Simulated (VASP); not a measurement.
The system is Zr.

```
Zr
1.0
    -1.80190    1.80190    1.80190
     1.80190   -1.80190    1.80190
     1.80190    1.80190   -1.80190
Zr
1
Direct
  0.00000 0.00000 0.00000
```

- Program: VASP 6.6.1
- Task: relaxation of cell and atoms
- Functional: PBE
- Potentials or basis: VASP PAW PBE potentials, release 64 (Zr_sv)
- Cutoff: 600 eV
- k mesh: 16 × 16 × 16
- Occupations: fermi-dirac, width 0.05 eV
- Spin: no spin polarisation

At the start: pressure -2.0 GPa; volume 23.40 Å³/atom.

**Question.** How do energy, volume and symmetry change on relaxing?

**Answer.** Over 3 steps the energy falls by 3.5 meV/atom and the volume is 22.86 Å³/atom (-2.3 %); space group Im-3m (No. 229, to 0.05 Å).

The path:
| step | energy change (eV) | largest force (eV/Å) | pressure (GPa) | volume (Å³) |
| --- | --- | --- | --- | --- |
| 1 | 0.0000 | 0.0000 | -2.00 | 23.40 |
| 2 | -0.0012 | 0.0000 | 1.73 | 22.43 |
| 3 | -0.0035 | 0.0000 | 0.01 | 22.86 |

Final structure:
```
CELL_PARAMETERS angstrom
-1.78777 1.78777 1.78777
1.78777 -1.78777 1.78777
1.78777 1.78777 -1.78777
ATOMIC_POSITIONS crystal
Zr 0.00000 0.00000 0.00000
```
